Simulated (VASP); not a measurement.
# Cu (Cmcm) in VASP: settings compared

Cu is run at these levels: PBE+D4, LDA; tasks: relaxation of cell and atoms, single point.

Everything below comes from runs of VASP 6.6.1. Logs are shortened: lines on timing, memory, paths and dates and some standing lists are left out, and cuts for length are marked.

## Step 1: The cell of the first run

Symmetry: Cmcm, No. 63, orthorhombic system. The conventional cell has a = 2.437 Å, b = 7.953 Å, c = 2.475 Å, α = 90.00°, β = 90.00°, γ = 90.00°. Cu (site symmetry m2m) has 10 Cu at 2.44 to 2.54 Å within 3.2 Å.

## Step 2: Relaxation of cell and atoms, PBE+D4

File INCAR:

```
SYSTEM = Cu
PREC = Accurate ; ENCUT = 600
EDIFF = 1E-6 ; ISMEAR = -1
SIGMA = 0.05 ; LREAL = .False.
LASPH = .True. ; NELM = 80
ALGO = Normal ; ISIF = 3
LWAVE = .False. ; LCHARG = .False.
GGA = PE ; IVDW = 13
IBRION = 2 ; NSW = 80
EDIFFG = -0.02
```

File KPOINTS:

```
regular mesh
0
Gamma
  11 11 11
  0 0 0
```

File POSCAR:

```
Cu
1.0
    1.2184636900     -3.9763780104      0.0000000000
    1.2184636900      3.9763780104      0.0000000000
    0.0000000000      0.0000000000      2.4754955235
Cu
2
Direct
    0.8661333500      0.1338666500      0.7500000000
    0.1338666500      0.8661333500      0.2500000000
```

Potentials or basis: VASP PAW PBE potentials, release 64 (Cu).

Started as:

```console
cat potpaw_PBE.64/Cu/POTCAR > POTCAR
mpirun -np 1 vasp_std > vasp.out
```

OUTCAR:

```text
SYSTEM = Cu
   PREC = Accurate
   ENCUT = 600
   EDIFF = 1E-6
   ISMEAR = -1
   LREAL = .False.
   LASPH = .True.
   NELM = 80
   ISIF = 3
   GGA = PE
   IVDW = 13
   IBRION = 2
   NSW = 80
   EDIFFG = -0.02

 ion  position               nearest neighbor table
   1  0.866  0.134  0.750-   2 2.46   2 2.46   2 2.54   2 2.54   2 2.54   2 2.54
   2  0.134  0.866  0.250-   1 2.46   1 2.46   1 2.54   1 2.54   1 2.54   1 2.54

  LATTYP: Found a base centered orthorhombic cell.
 ALAT       =     2.4369273800
 B/A-ratio  =     3.2634357864
 C/A-ratio  =     1.0158265461

  Lattice vectors:

 A1 = (   1.2184636900,  -3.9763780104,   0.0000000000)
 A2 = (   1.2184636900,   3.9763780104,   0.0000000000)
 A3 = (   0.0000000000,   0.0000000000,   2.4754955235)

Analysis of symmetry for initial positions (statically):
=====================================================================
 Subroutine PRICEL returns:
 Original cell was already a primitive cell.

 Routine SETGRP: Setting up the symmetry group for a
 base centered orthorhombic supercell.

 Subroutine GETGRP returns: Found  8 space group operations
 (whereof  4 operations were pure point group operations)
 out of a pool of  8 trial point group operations.

The static configuration has the point symmetry C_2h.
 The point group associated with its full space group is D_2h.

Analysis of symmetry for dynamics (positions and initial velocities):
=====================================================================
 Subroutine PRICEL returns:
 Original cell was already a primitive cell.

 Routine SETGRP: Setting up the symmetry group for a
 base centered orthorhombic supercell.

 Subroutine GETGRP returns: Found  8 space group operations
 (whereof  4 operations were pure point group operations)
 out of a pool of  8 trial point group operations.

The dynamic configuration has the point symmetry C_2h.
 The point group associated with its full space group is D_2h.

 Subroutine INISYM returns: Found  8 space group operations
 (whereof  4 operations are pure point group operations),
 and found     1 'primitive' translations

----------------------------------------------------------------------------------------

                                     Primitive cell

  volume of cell :      23.9879

  direct lattice vectors                    reciprocal lattice vectors
     1.218463690 -3.976378010  0.000000000     0.410352811 -0.125742572  0.000000000
     1.218463690  3.976378010  0.000000000     0.410352811  0.125742572  0.000000000
     0.000000000  0.000000000  2.475495523     0.000000000  0.000000000  0.403959527

  length of vectors
     4.158874348  4.158874348  2.475495523     0.429186001  0.429186001  0.403959527

  position of ions in fractional coordinates (direct lattice)
     0.866133350  0.133866650  0.750000000
     0.133866650  0.866133350  0.250000000

  ion indices of the primitive-cell ions
   primitive index   ion index
                 1           1
                 2           2

----------------------------------------------------------------------------------------

 KPOINTS: regular mesh

Automatic generation of k-mesh.
 Grid dimensions read from file:
 generate k-points for:   11   11   11

 Generating k-lattice:

  Cartesian coordinates                     Fractional coordinates (reciprocal lattice)
     0.037304801 -0.011431143  0.000000000     0.090909091  0.000000000  0.000000000
     0.037304801  0.011431143  0.000000000     0.000000000  0.090909091  0.000000000
     0.000000000  0.000000000  0.036723593     0.000000000  0.000000000  0.090909091

  Length of vectors
     0.039016909  0.039016909  0.036723593

  Shift w.r.t. Gamma in fractional coordinates (k-lattice)
     0.000000000  0.000000000  0.000000000

 Subroutine IBZKPT returns following result:
 ===========================================

 Found    216 irreducible k-points:

 Following reciprocal coordinates:
            Coordinates               Weight
  0.000000  0.000000  0.000000      1.000000
  0.090909 -0.000000  0.000000      4.000000
  0.181818  0.000000  0.000000      4.000000
  0.272727  0.000000  0.000000      4.000000
  0.363636 -0.000000  0.000000      4.000000
  0.454545 -0.000000  0.000000      4.000000
[... 16 lines left out ...]
 -0.272727  0.181818  0.000000      4.000000
 -0.181818  0.181818  0.000000      2.000000
 [... further k-points ...]
   k-points           NKPTS =    216   k-points in BZ     NKDIM =    216   number of bands    NBANDS=     15
   number of dos      NEDOS =    301   number of ions     NIONS =      2
   total plane-waves  NPLWV =  25920
   dimension x,y,z NGX =    36 NGY =   36 NGZ =   20
   dimension x,y,z NGXF=    72 NGYF=   72 NGZF=   40
   ions per type =               2
   NGX,Y,Z   is equivalent  to a cutoff of  14.39, 14.39, 13.43 a.u.
   NGXF,Y,Z  is equivalent  to a cutoff of  28.78, 28.78, 26.86 a.u.
 SYSTEM =  Cu
   PREC   = accura    normal or accurate (medium, high low for compatibility)
   ISTART =      0    job   : 0-new  1-cont  2-samecut
   ICHARG =      2    charge: 1-file 2-atom 10-const
   ISPIN  =      1    spin polarized calculation?
   LNONCOLLINEAR =      F non collinear calculations
   LSORBIT =      F    spin-orbit coupling
   LASPH  =      T    aspherical Exc in radial PAW
   ENCUT  =  600.0 eV  44.10 Ry    6.64 a.u.   8.31  8.31  4.94*2*pi/ulx,y,z
   NELM   =     80;   NELMIN=  2; NELMDL= -5     # of ELM steps
   EDIFF  = 0.1E-05   stopping-criterion for ELM
   LREAL  =      F    real-space projection
   EDIFFG = -.2E-01   stopping-criterion for IOM
   NSW    =     80    number of steps for IOM
   IBRION =      2    ionic relax: 0-MD 1-quasi-New 2-CG
   NFREE  =      1    steps in history (QN), initial steepest desc. (CG)
   ISIF   =      3    stress and relaxation
   ISYM   =      2    0-nonsym 1-usesym 2-fastsym
   POTIM  = 0.5000    time-step for ionic-motion
   TEBEG  =    0.0;   TEEND  =   0.0 temperature during run
   PSTRESS=    0.0 pullay stress
   NELECT =      22.0000    total number of electrons
   NUPDOWN=      -1.0000    fix difference up-down
   EMIN   =  10.00;   EMAX   =-10.00  energy-range for DOS
   EFERMI =   0.00;   METHOD = LEGACY
   ISMEAR =    -1;   SIGMA  =   0.05  broadening in eV -4-tet -1-fermi 0-gaus
   EFERMI_NEDOS =   21; number of points for ismear=-14 and -15
   IALGO  =     38    algorithm
   IMIX   =      4    mixing-type and parameters
     AMIX     =   0.40;   BMIX     =  1.00
     AMIX_MAG =   1.60;   BMIX_MAG =  1.00
  volume/ion in A,a.u.               =      11.99        80.94
  Fermi-wavevector in a.u.,A,eV,Ry     =   1.590566  3.005733 34.421366  2.529899
  Thomas-Fermi vector in A             =   2.689241
   LORBIT       =      0    0 simple, 1 ext, 2 COOP (PROOUT), +10 PAW based schemes
   GGA     = PE    functional components
   LHFCALC =     F    Hartree Fock is set to
   AEXX    =    0.0000 exact exchange contribution
   IVDW    =    13    specifies the selected vdW correction
   LEPSILON=     F    determine dielectric tensor
   LRPA    =     F    only Hartree local field effects (RPA)
 conjugate gradient relaxation of ions
 non-spin polarized calculation
  energy-cutoff  :      600.00
  volume of cell :       23.99
 maximum number of plane-waves:       813
 NGX is ok and might be reduce to    36
   NGX = 17   NGY = 17   NGZ =  9

--------------------------------------- Ionic step        1  -------------------------------------------

 number of electron      22.0000013 magnetization

 Free energy of the ion-electron system (eV)
  ---------------------------------------------------
  ext. energy  EPLUGINS =         0.00000000
  ---------------------------------------------------
  free energy    TOTEN  =        -7.15554676 eV

  energy without entropy =       -7.15131234  energy(sigma->0) =       -7.15342955

------------------------ aborting loop because EDIFF is reached ----------------------------------------

  DFT-D4 for vdW energy calculation

  Edisp (eV):   -1.10648

  FORCE on cell =-STRESS in cart. coord.  units (eV):
  Direction    XX          YY          ZZ          XY          YZ          ZX
  --------------------------------------------------------------------------------------
  -------------------------------------------------------------------------------------
  Total       0.06098    -0.02932     0.13338     0.00000    -0.00000     0.00000
  in kB       4.07304    -1.95863     8.90867     0.00000    -0.00000     0.00000
  external pressure =        3.67 kB  Pullay stress =        0.00 kB
[... 101 lines left out ...]
  energy  without entropy=       -8.2581727347  energy(sigma->0) =       -8.26029374

--------------------------------------- Ionic step        4  -------------------------------------------

 number of electron      22.0000013 magnetization

 Free energy of the ion-electron system (eV)
  ---------------------------------------------------
  ext. energy  EPLUGINS =         0.00000000
  ---------------------------------------------------
  free energy    TOTEN  =        -7.15834850 eV

  energy without entropy =       -7.15414015  energy(sigma->0) =       -7.15624432

 E-fermi :   7.3920     XC(G=0): -12.5869

 val. band max:        7.3759018462   @ k =  -0.3636   0.3636   0.3636
 cond. band min:       7.4298940614   @ k =  -0.3636   0.2727   0.2727
 fundamental gap:      0.0539922152
 Fermi energy:         7.3919784923

 k-point     1 :       0.0000    0.0000    0.0000
  band No.  band energies     occupation
      1      -1.8531      2.00000
      2       2.4301      2.00000
      3       3.1901      2.00000
      4       3.6566      2.00000
      5       4.3312      2.00000
      6       4.6399      2.00000
      7       5.0450      2.00000
      8       5.3356      2.00000
      9       5.5323      2.00000
     10       5.6663      2.00000
     11       5.9299      2.00000
     12       7.3684      1.23133
     13      12.2416      0.00000
     14      21.9590      0.00000
     15      25.7808      0.00000
[... 397 lines left out ...]
 k-point    24 :      -0.1818    0.1818    0.0000
  band No.  band energies     occupation
      1      -1.5241      2.00000
      2       2.3292      2.00000
      3       3.1148      2.00000
      4       3.7093      2.00000
      5       4.4406      2.00000
      6       4.5184      2.00000
      7       4.8587      2.00000
      8       5.4948      2.00000
      9       5.5492      2.00000
     10       5.7045      2.00000
     11       5.7806      2.00000
     12       6.0286      2.00000
     13      14.3891      0.00000
     14      22.4298      0.00000
     15      24.2770      0.00000

 [... further k-points ...]

------------------------ aborting loop because EDIFF is reached ----------------------------------------

  DFT-D4 for vdW energy calculation

  Edisp (eV):   -1.10415

  FORCE on cell =-STRESS in cart. coord.  units (eV):
  Direction    XX          YY          ZZ          XY          YZ          ZX
  --------------------------------------------------------------------------------------
  -------------------------------------------------------------------------------------
  Total       0.01489     0.01306     0.01780     0.00000     0.00000     0.00000
  in kB       0.99224     0.87039     1.18625     0.00000     0.00000     0.00000
  external pressure =        1.02 kB  Pullay stress =        0.00 kB
[... 17 lines left out ...]
  FREE ENERGIE OF THE ION-ELECTRON SYSTEM (eV)
  ---------------------------------------------------
  free  energy   TOTEN  =        -8.2624944632 eV

  energy  without entropy=       -8.2582861076  energy(sigma->0) =       -8.26039029

 reached required accuracy - stopping structural energy minimisation
```

It took 87 s on 1 thread of Intel Xeon 6975P-C (Granite Rapids), shared host; peak memory 0.23 GiB.

Results:

```
Free energy                           : -8.2625 eV
Relaxed volume                        : 12.02 Å³/atom
Relaxed cell                          : a = 4.150 Å, b = 4.150 Å, c = 2.485 Å, α = 90.00°, β = 90.00°, γ = 145.81°
Space group after relaxing (to 0.1 Å) : Cmcm (No. 63)
Energy gained by relaxing             : 0.2 meV/atom
Ionic steps                           : 4
Pressure after relaxing               : 0.1 GPa
Largest force after relaxing          : 0.009 eV/Å
Band gap on the k mesh                : zero (bands 11 and 12 overlap by 5.45 eV)
Dispersion energy per atom            : -0.552 eV
```

Forces on the atoms (eV/Å):
```
Cu   0.000  0.009  0.000
Cu   0.000 -0.009  0.000
```

The path:
```csv
step,energy change (eV),largest force (eV/Å),pressure (GPa),volume (Å³)
1,0.0000,0.0521,0.37,23.99
2,-0.0004,0.0011,-0.17,24.08
3,-0.0004,0.0006,-0.23,24.09
4,-0.0005,0.0088,0.10,24.04
```

Final structure:
```
CELL_PARAMETERS angstrom
1.21970 -3.96641 0.00000
1.21970 3.96641 0.00000
0.00000 0.00000 2.48504
ATOMIC_POSITIONS crystal
Cu 0.86652 0.13348 0.75000
Cu 0.13348 0.86652 0.25000
```

## Step 3: Single point, LDA

This run uses another cell than the first one, of 11.27 Å³/atom.

File INCAR:

```
ALGO = Normal
EDIFF = 1E-6
ENCUT = 520
ISIF = 2
ISMEAR = -1
LASPH = True
LCHARG = False
LREAL = False
LWAVE = False
NBANDS = 18
NELM = 60
PREC = Accurate
SIGMA = 0.05
```

File KPOINTS:

```
k-points
0
Gamma
  11 11 11
```

File POSCAR:

```
Cu
1.0
    1.1935901047     -3.8952046620      0.0000000000
    1.1935901047      3.8952046620      0.0000000000
    0.0000000000      0.0000000000      2.4249610270
Cu
2
Direct
    0.8661333500      0.1338666500      0.7500000000
    0.1338666500      0.8661333500      0.2500000000
```

Potentials or basis: VASP PAW LDA potentials, release 64 (Cu).

Started as:

```console
cat potpaw_LDA.64/Cu/POTCAR > POTCAR
mpirun -np 1 vasp_std > vasp.out
```

Run time: 83 s. Hardware: 1 thread of Intel Xeon Platinum 8375C at 2.90GHz (Ice Lake), shared host; peak memory 0.19 GiB.

It converged, with:

```
Free energy            : -9.0970 eV
Pressure               : 3.1 GPa
Largest force          : 0.046 eV/Å
Band gap on the k mesh : zero (bands 11 and 12 overlap by 5.62 eV)
```

Forces in eV/Å, atoms in the order of the input:
```
Cu   0.000 -0.046  0.000
Cu   0.000  0.046  0.000
```

Stress tensor (GPa, compression positive):
```
3.03 0.00 0.00
0.00 2.47 0.00
0.00 0.00 3.72
```

Levels at points of the mesh, in eV from the Fermi level:
```
           k point  band 8  band 9  band 10  band 11  band 12  band 13  band 14  band 15
(0.00, 0.00, 0.00)   -2.17   -1.95    -1.80    -1.53    -0.18     5.12    15.22    19.06
```

Caveat: the cell stands under pressure.

(Part 1 of 2 ends here.)

The gap in the log of VASP goes by the Fermi energy; the results here count the filled bands.